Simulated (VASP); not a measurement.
# Pt (P6_3/mmc) in VASP: a series of runs

Pt is run at these levels: r2SCAN; tasks: single point.

Program: VASP 6.6.1. These are calculated values, not measurements. Logs are shortened: lines on timing, memory, paths and dates and some standing lists are left out, and cuts for length are marked.

## (1) The cell of the first run

Symmetry: P6_3/mmc, No. 194, hexagonal system. The conventional cell has a = 2.804 Å, b = 2.804 Å, c = 4.887 Å, α = 90.00°, β = 90.00°, γ = 120.00°. Within 3.7 Å of Pt (site symmetry -6m2) lie 12 Pt at 2.80 to 2.93 Å.

This isn't the form of Pt at room conditions, which is fcc.

## (2) Single point, r2SCAN, collinear spin (16.64 Å³/atom)

POSCAR reads:

```
Pt
1.0
    2.8043616419      0.0000000000      0.0000000000
   -1.4021808210      2.4286484233      0.0000000000
    0.0000000000      0.0000000000      4.8872021417
Pt
2
Direct
    0.3333333333      0.6666666667      0.2500000000
    0.6666666667      0.3333333333      0.7500000000
```

INCAR.step1 reads:

```
SYSTEM = Pt
PREC = Accurate
ENCUT = 520
ISMEAR = -1
SIGMA = 0.05
LREAL = .False.
LASPH = .True.
NELM = 150
ISPIN = 2
MAGMOM = 1 1
LMAXMIX = 4
NBANDS = 21
GGA = PE
ALGO = Normal
EDIFF = 1E-4
LWAVE = .True.
LCHARG = .False.
```

INCAR.step2 reads:

```
SYSTEM = Pt
PREC = Accurate
ENCUT = 520
EDIFF = 1E-7
ISMEAR = -1
SIGMA = 0.05
LREAL = .False.
LASPH = .True.
NELM = 150
ALGO = Normal
ISIF = 2
LWAVE = .False.
LCHARG = .False.
ISPIN = 2
MAGMOM = 1 1
LORBIT = 11
LMAXMIX = 4
METAGGA = R2SCAN
LMIXTAU = .True.
NBANDS = 21
ISTART = 1
```

KPOINTS reads:

```
Automatic mesh
0
Gamma
  15 15 8
  0 0 0
```

Potentials or basis: VASP PAW PBE potentials, release 64 (Pt).

Run with:

```console
$ cat potpaw_PBE.64/Pt/POTCAR > POTCAR
$ cp INCAR.step1 INCAR
$ mpirun -np 1 vasp_std > vasp.out
$ cp INCAR.step2 INCAR
$ mpirun -np 1 vasp_std > vasp.out
```

OUTCAR:

```text
SYSTEM = Pt
   PREC = Accurate
   ENCUT = 520
   EDIFF = 1E-7
   ISMEAR = -1
   LREAL = .False.
   LASPH = .True.
   NELM = 150
   ISIF = 2
   ISPIN = 2
   LORBIT = 11
   METAGGA = R2SCAN
   ISTART = 1

 ion  position               nearest neighbor table
   1  0.333  0.667  0.250-   2 2.93   2 2.93   2 2.93   2 2.93   2 2.93   2 2.93
   2  0.667  0.333  0.750-   1 2.93   1 2.93   1 2.93   1 2.93   1 2.93   1 2.93

  LATTYP: Found a hexagonal cell.
 ALAT       =     2.8043616419
 C/A-ratio  =     1.7427146587

  Lattice vectors:

 A1 = (   2.8043616419,   0.0000000000,   0.0000000000)
 A2 = (  -1.4021808210,   2.4286484233,   0.0000000000)
 A3 = (   0.0000000000,   0.0000000000,   4.8872021417)

Analysis of symmetry for initial positions (statically):
=====================================================================
 Subroutine PRICEL returns:
 Original cell was already a primitive cell.

 Routine SETGRP: Setting up the symmetry group for a
 hexagonal supercell.

 Subroutine GETGRP returns: Found 24 space group operations
 (whereof 12 operations were pure point group operations)
 out of a pool of 24 trial point group operations.

The static configuration has the point symmetry D_3d.
 The point group associated with its full space group is D_6h.

Analysis of symmetry for dynamics (positions and initial velocities):
=====================================================================
 Subroutine PRICEL returns:
 Original cell was already a primitive cell.

 Routine SETGRP: Setting up the symmetry group for a
 hexagonal supercell.

 Subroutine GETGRP returns: Found 24 space group operations
 (whereof 12 operations were pure point group operations)
 out of a pool of 24 trial point group operations.

The dynamic configuration has the point symmetry D_3d.
 The point group associated with its full space group is D_6h.

Analysis of structural, dynamic, and magnetic symmetry:
=====================================================================
 Subroutine PRICEL returns:
 Original cell was already a primitive cell.

 Routine SETGRP: Setting up the symmetry group for a
 hexagonal supercell.

 Subroutine GETGRP returns: Found 24 space group operations
 (whereof 12 operations were pure point group operations)
 out of a pool of 24 trial point group operations.

The overall configuration has the point symmetry D_3d.
 The point group associated with its full space group is D_6h.

 Subroutine INISYM returns: Found 24 space group operations
 (whereof 12 operations are pure point group operations),
 and found     1 'primitive' translations

----------------------------------------------------------------------------------------

                                     Primitive cell

  volume of cell :      33.2858

  direct lattice vectors                    reciprocal lattice vectors
     2.804361642  0.000000000  0.000000000     0.356587391  0.205875826  0.000000000
    -1.402180821  2.428648423  0.000000000     0.000000000  0.411751652  0.000000000
     0.000000000  0.000000000  4.887202142     0.000000000  0.000000000  0.204616050

  length of vectors
     2.804361642  2.804361642  4.887202142     0.411751652  0.411751652  0.204616050

  position of ions in fractional coordinates (direct lattice)
     0.333333333  0.666666667  0.250000000
     0.666666667  0.333333333  0.750000000

  ion indices of the primitive-cell ions
   primitive index   ion index
                 1           1
                 2           2

----------------------------------------------------------------------------------------

 KPOINTS: Automatic mesh

Automatic generation of k-mesh.
 Grid dimensions read from file:
 generate k-points for:   15   15    8

 Generating k-lattice:

  Cartesian coordinates                     Fractional coordinates (reciprocal lattice)
     0.023772493  0.013725055  0.000000000     0.066666667  0.000000000  0.000000000
     0.000000000  0.027450110  0.000000000     0.000000000  0.066666667  0.000000000
     0.000000000  0.000000000  0.025577006     0.000000000  0.000000000  0.125000000

  Length of vectors
     0.027450110  0.027450110  0.025577006

  Shift w.r.t. Gamma in fractional coordinates (k-lattice)
     0.000000000  0.000000000  0.000000000

 Subroutine IBZKPT returns following result:
 ===========================================

 Found    135 irreducible k-points:

 Following reciprocal coordinates:
            Coordinates               Weight
  0.000000  0.000000  0.000000      1.000000
  0.066667 -0.000000  0.000000      6.000000
  0.133333 -0.000000  0.000000      6.000000
  0.200000 -0.000000  0.000000      6.000000
  0.266667 -0.000000  0.000000      6.000000
  0.333333 -0.000000  0.000000      6.000000
[... 16 lines left out ...]
  0.333333  0.200000  0.000000     12.000000
  0.400000  0.200000  0.000000      6.000000
 [... further k-points ...]
   k-points           NKPTS =    135   k-points in BZ     NKDIM =    135   number of bands    NBANDS=     21
   number of dos      NEDOS =    301   number of ions     NIONS =      2
   total plane-waves  NPLWV =  20736
   dimension x,y,z NGX =    24 NGY =   24 NGZ =   36
   dimension x,y,z NGXF=    48 NGYF=   48 NGZF=   72
   ions per type =               2
   NGX,Y,Z   is equivalent  to a cutoff of  14.23, 14.23, 12.25 a.u.
   NGXF,Y,Z  is equivalent  to a cutoff of  28.45, 28.45, 24.49 a.u.
 SYSTEM =  Pt
   PREC   = accura    normal or accurate (medium, high low for compatibility)
   ISTART =      1    job   : 0-new  1-cont  2-samecut
   ICHARG =      0    charge: 1-file 2-atom 10-const
   ISPIN  =      2    spin polarized calculation?
   LNONCOLLINEAR =      F non collinear calculations
   LSORBIT =      F    spin-orbit coupling
   LASPH  =      T    aspherical Exc in radial PAW
   ENCUT  =  520.0 eV  38.22 Ry    6.18 a.u.   5.21  5.21  9.09*2*pi/ulx,y,z
   NELM   =    150;   NELMIN=  2; NELMDL=  0     # of ELM steps
   EDIFF  = 0.1E-06   stopping-criterion for ELM
   LREAL  =      F    real-space projection
   EDIFFG = 0.1E-05   stopping-criterion for IOM
   NSW    =      0    number of steps for IOM
   IBRION =     -1    ionic relax: 0-MD 1-quasi-New 2-CG
   NFREE  =      0    steps in history (QN), initial steepest desc. (CG)
   ISIF   =      2    stress and relaxation
   ISYM   =      2    0-nonsym 1-usesym 2-fastsym
   POTIM  = 0.5000    time-step for ionic-motion
   TEBEG  =    0.0;   TEEND  =   0.0 temperature during run
   PSTRESS=    0.0 pullay stress
   NELECT =      20.0000    total number of electrons
   NUPDOWN=      -1.0000    fix difference up-down
   EMIN   =  10.00;   EMAX   =-10.00  energy-range for DOS
   EFERMI =   0.00;   METHOD = LEGACY
   ISMEAR =    -1;   SIGMA  =   0.05  broadening in eV -4-tet -1-fermi 0-gaus
   EFERMI_NEDOS =   21; number of points for ismear=-14 and -15
   IALGO  =     38    algorithm
   IMIX   =      4    mixing-type and parameters
     AMIX     =   0.40;   BMIX     =  1.00
     AMIX_MAG =   1.60;   BMIX_MAG =  1.00
  volume/ion in A,a.u.               =      16.64       112.31
  Fermi-wavevector in a.u.,A,eV,Ry     =   1.381439  2.610542 25.965016  1.908375
  Thomas-Fermi vector in A             =   2.506224
   LORBIT       =     11    0 simple, 1 ext, 2 COOP (PROOUT), +10 PAW based schemes
   METAGGA = R2SCAN    functional components
   LHFCALC =     F    Hartree Fock is set to
   AEXX    =    0.0000 exact exchange contribution
   IVDW    =     0    specifies the selected vdW correction
   LEPSILON=     F    determine dielectric tensor
   LRPA    =     F    only Hartree local field effects (RPA)
 spin polarized calculation
  energy-cutoff  :      520.00
  volume of cell :       33.29
 maximum number of plane-waves:       914
 NGX is ok and might be reduce to    24
   NGX = 11   NGY = 11   NGZ = 19

 number of electron      19.9999995 magnetization      -0.0077292

 number of electron      19.9999995 magnetization       0.0015447

 Free energy of the ion-electron system (eV)
  ---------------------------------------------------
  ext. energy  EPLUGINS =         0.00000000
  ---------------------------------------------------
  free energy    TOTEN  =      -102.76369202 eV

  energy without entropy =     -102.73355879  energy(sigma->0) =     -102.74862541

 E-fermi :   9.1915     XC(G=0): -13.9296

 val. band max:        9.1912310703   @ k =   0.3333   0.2000   0.5000
 cond. band min:       9.1921988053   @ k =   0.3333   0.2000   0.5000
 fundamental gap:      0.0009677349
 Fermi energy:         9.1914580475

 spin component 1

 k-point     1 :       0.0000    0.0000    0.0000
  band No.  band energies     occupation
      1      -0.1688      1.00000
      2       2.4189      1.00000
      3       5.4607      1.00000
      4       5.9486      1.00000
      5       5.9486      1.00000
      6       6.2806      1.00000
[... 13 lines left out ...]
     20      32.5531      0.00000
     21      34.0767      0.00000
[... 529 lines left out ...]
 k-point    24 :       0.4000    0.2000    0.0000
  band No.  band energies     occupation
      1       4.0340      1.00000
      2       4.0462      1.00000
      3       4.0760      1.00000
      4       5.8395      1.00000
      5       5.8956      1.00000
      6       5.9242      1.00000
[... 13 lines left out ...]
     20      33.3460      0.00000
     21      34.7019      0.00000

 [... further k-points ...]

 spin component 2

 k-point     1 :       0.0000    0.0000    0.0000
  band No.  band energies     occupation
      1      -0.1688      1.00000
      2       2.4193      1.00000
      3       5.4617      1.00000
      4       5.9493      1.00000
      5       5.9493      1.00000
      6       6.2813      1.00000
[... 13 lines left out ...]
     20      32.5532      0.00000
     21      34.0769      0.00000
[... 529 lines left out ...]
 k-point    24 :       0.4000    0.2000    0.0000
  band No.  band energies     occupation
      1       4.0345      1.00000
      2       4.0466      1.00000
      3       4.0765      1.00000
      4       5.8399      1.00000
      5       5.8961      1.00000
      6       5.9246      1.00000
[... 13 lines left out ...]
     20      33.3461      0.00000
     21      34.7019      0.00000

 [... further k-points ...]
[... 5 lines left out ...]
  --------------------------------------------------------------------------------------
  -------------------------------------------------------------------------------------
  Total       -3.5109428     -3.5109428     -3.0478019      0.0000000     -0.0000000      0.0000000
  in kB     -168.9955875   -168.9955875   -146.7027810      0.0000000     -0.0000000      0.0000000
  external PRESSURE =    -161.5646520 kB  Pullay stress =       0.0000000 kB

 VOLUME and BASIS-vectors are now :
 -----------------------------------------------------------------------------
  energy-cutoff  :      520.00
  volume of cell :       33.29
      direct lattice vectors                 reciprocal lattice vectors
     2.804361642  0.000000000  0.000000000     0.356587391  0.205875826  0.000000000
    -1.402180821  2.428648423  0.000000000     0.000000000  0.411751652  0.000000000
     0.000000000  0.000000000  4.887202142     0.000000000  0.000000000  0.204616050

 POSITION                                       TOTAL-FORCE (eV/Angst)
 -----------------------------------------------------------------------------------
     -0.00000      1.61910      1.22180        -0.000000      0.000000      0.000000
      1.40218      0.80955      3.66540         0.000000     -0.000000      0.000000
 -----------------------------------------------------------------------------------
    total drift:                                0.000000     -0.000000      0.000000

  FREE ENERGIE OF THE ION-ELECTRON SYSTEM (eV)
  ---------------------------------------------------
  free  energy   TOTEN  =      -102.7636920216 eV

  energy  without entropy=     -102.7335587934  energy(sigma->0) =     -102.74862541

 total charge

# of ion       s       p       d       tot
------------------------------------------
    1        0.592   0.487   8.002   9.082
    2        0.592   0.487   8.002   9.082
--------------------------------------------------
tot          1.184   0.974  16.005  18.163

 magnetization (x)

# of ion       s       p       d       tot
------------------------------------------
    1        0.000  -0.000   0.001   0.001
    2        0.000  -0.000   0.001   0.001
--------------------------------------------------
tot          0.000  -0.000   0.002   0.002
```

Wall time 13 min (1 thread of Intel Xeon Platinum 8259CL at 2.50GHz (Skylake/Cascade Lake), shared host); peak memory 0.27 GiB.

What came out:

```yaml
Free_energy: -102.7637 eV
Pressure: -16.2 GPa
Band_gap_on_the_k_mesh: zero (filled and empty bands overlap)
Net_moment: 0.00 μB per cell
Valence_electrons_inside_the_program's_atomic_spheres: Pt 9.08
```

Levels at points of the mesh, in eV from the Fermi level:
Spin up:
```csv
k point,band 8,band 9,band 10,band 11,band 12,band 13
"(0.00, 0.00, 0.00)",-1.72,-1.72,-0.30,-0.25,-0.25,4.55
"(0.00, 0.00, 0.50)",-3.24,-0.79,-0.79,-0.79,-0.79,12.08
```
Spin down:
```tsv
k point	band 8	band 9	band 10	band 11	band 12	band 13
(0.00, 0.00, 0.00)	-1.72	-1.72	-0.30	-0.25	-0.25	4.55
(0.00, 0.00, 0.50)	-3.24	-0.79	-0.79	-0.79	-0.79	12.08
```

Caveat: the cell stands under tension; the PAW data sets were made with another functional, which shifts forces and pressure a little; spin-orbit coupling is left out, which moves the levels of the heavy elements.

[end of part 1 of 3]
